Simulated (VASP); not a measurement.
Input of a VASP 6.6.1 run:

File INCAR:

```
PREC = Accurate
ENCUT = 520
EDIFF = 1E-6
ISMEAR = 1
SIGMA = 0.1
LREAL = False
LASPH = True
NELM = 60
ALGO = Normal
ISIF = 2
LWAVE = False
LCHARG = False
GGA = PS
IVDW = 12
NBANDS = 30
```

The input KPOINTS:

```
Automatic mesh
0
Gamma
  10 10 3
```

The input POSCAR:

```
Cu
1.0
    2.4770096260      0.0000000000      0.0000000000
   -1.2385048130      2.1451532615      0.0000000000
    0.0000000000      0.0000000000      8.0507119178
Cu
4
Direct
    0.0000000000      0.0000000000      0.0000000000
    0.3333333333      0.6666666667      0.2500000000
    0.0000000000      0.0000000000      0.5000000000
    0.6666666667      0.3333333333      0.7500000000
```

Potentials or basis: VASP PAW PBE potentials, release 64 (Cu).

The run is started by

```console
$ cat potpaw_PBE.64/Cu/POTCAR > POTCAR
$ mpirun -np 1 vasp_std > vasp.out
```

(1) What does it give for the pressure?

(2) Estimate the band gap on the k mesh.

(3) Predict the dispersion energy per atom.

## Answers

(1) 3.1 GPa.

(2) zero (band 22 reaches 11.88 eV, above the bottom of band 23 at 6.87 eV).

(3) -0.579 eV.

Caveat: three body term missing; the PAW data sets were made with another functional, which shifts forces and pressure a little; pairwise dispersion overbinds metals, which lowers pressure and volume.
